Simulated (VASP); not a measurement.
**Ge: single point with PBEsol**

System: Ge, a slab with vacuum.

```
Ge
1.0
     4.01326    0.00000    0.00000
     0.00000    4.01326    0.00000
     0.00000    0.00000   23.09450
Ge
6
Direct
  0.75000 0.00000 0.34640
  0.25000 0.00000 0.40784
  0.25000 0.50000 0.46928
  0.75000 0.50000 0.53072
  0.75000 0.00000 0.59216
  0.25000 0.00000 0.65360
```

```json
{
  "Program": "VASP 6.6.1",
  "Task": "single point",
  "Functional": "PBEsol",
  "Potentials or basis": "VASP PAW PBE potentials, release 64 (Ge_d)",
  "Cutoff": "520 eV",
  "k mesh": "8 × 8 × 1",
  "Occupations": "fermi-dirac, width 0.02 eV",
  "Spin": "no spin polarisation",
  "Dipole correction": "yes",
  "Further INCAR settings": "ALGO = Normal; EDIFF = 1e-07; NBANDS = 51"
}
```

```yaml
Largest_force: 0.064 eV/Å
Band_gap_on_the_k_mesh: zero (bands 42 and 43 overlap by 1.04 eV)
```

Forces on the atoms (eV/Å):
```
Ge   0.000  0.000 -0.008
Ge   0.000  0.000 -0.064
Ge   0.000  0.000  0.040
Ge   0.000  0.000 -0.040
Ge   0.000  0.000  0.064
Ge   0.000  0.000  0.008
```

Levels at points of the mesh, in eV from the Fermi level:
```csv
k point,band 39,band 40,band 41,band 42,band 43,band 44,band 45,band 46
"(0.00, 0.00, 0.00)",-1.14,-0.95,-0.01,0.64,1.34,1.46,1.74,2.26
"(0.50, 0.00, 0.00)",-0.93,-0.93,-0.74,-0.74,1.76,1.76,2.44,2.44
"(0.00, 0.50, 0.00)",-1.10,-1.00,-0.70,-0.64,0.43,0.44,2.29,2.32
"(0.50, 0.50, 0.00)",-2.82,-2.82,-0.78,-0.78,-0.40,-0.40,2.68,2.68
```

Run time: 15 min on 1 thread of AMD EPYC 7R13, on a shared host, peak memory 0.59 GiB.

Caveat: the PAW data sets were made with another functional, which shifts forces and pressure a little.
